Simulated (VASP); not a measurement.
Input of a VASP 6.6.1 run:

Contents of INCAR:

```
SYSTEM = NbC7
PREC = Accurate ; ENCUT = 520
EDIFF = 1E-6 ; ISMEAR = 0
SIGMA = 0.1 ; LREAL = Auto
LASPH = .TRUE. ; NELM = 80
ALGO = Normal ; ISIF = 2
LWAVE = .FALSE. ; LCHARG = .FALSE.
GGA = PE ; NBANDS = 55
```

File KPOINTS:

```
Automatic mesh
0
G
  12 12 4
  0 0 0
```

The input POSCAR:

```
NbC7
1.0
    4.2061683245      0.0000000000      0.0000000000
   -2.1030841622      3.6426486216      0.0000000000
    0.0000000000      0.0000000000     14.0231374540
Nb C
2 14
Direct
    0.3333333333      0.6666666667      0.0659813148
    0.6666666667      0.3333333333      0.9340186852
    0.3333333333      0.6666666667      0.9296916808
    0.6666666667      0.3333333333      0.0703083192
    0.3333175794      0.3333498426      0.3419650288
    0.0000322632      0.3333498426      0.3419650288
    0.6666501574      0.9999677368      0.3419650288
    0.3333175794      0.9999677368      0.3419650288
    0.6666501574      0.6666824206      0.3419650288
    0.0000322632      0.6666824206      0.3419650288
    0.9999677368      0.3333175794      0.6580349712
    0.6666824206      0.0000322632      0.6580349712
    0.3333498426      0.3333175794      0.6580349712
    0.3333498426      0.0000322632      0.6580349712
    0.6666824206      0.6666501574      0.6580349712
    0.9999677368      0.6666501574      0.6580349712
```

Potentials or basis: VASP PAW PBE potentials, release 64 (Nb_sv, C).

Run with:

```sh
$ cat potpaw_PBE.64/Nb_sv/POTCAR potpaw_PBE.64/C/POTCAR > POTCAR
$ mpirun -np 1 vasp_std > vasp.out
```

**Question.** Estimate the largest force.

**Answer.** 0.012 eV/Å.

**Question.** Predict the pressure.

**Answer.** 0.2 GPa.

**Question.** Estimate the band gap on the k mesh.

**Answer.** Zero (band 41 reaches 4.63 eV, above the bottom of band 42 at 3.73 eV).

Stress tensor (GPa, compression positive):
```
 0.27  0.00  0.00
 0.00  0.27  0.00
 0.00  0.00 -0.08
```

Caveat: this functional lacks dispersion, which binds the layers, so the pressure and a relaxed spacing across them are unreliable.
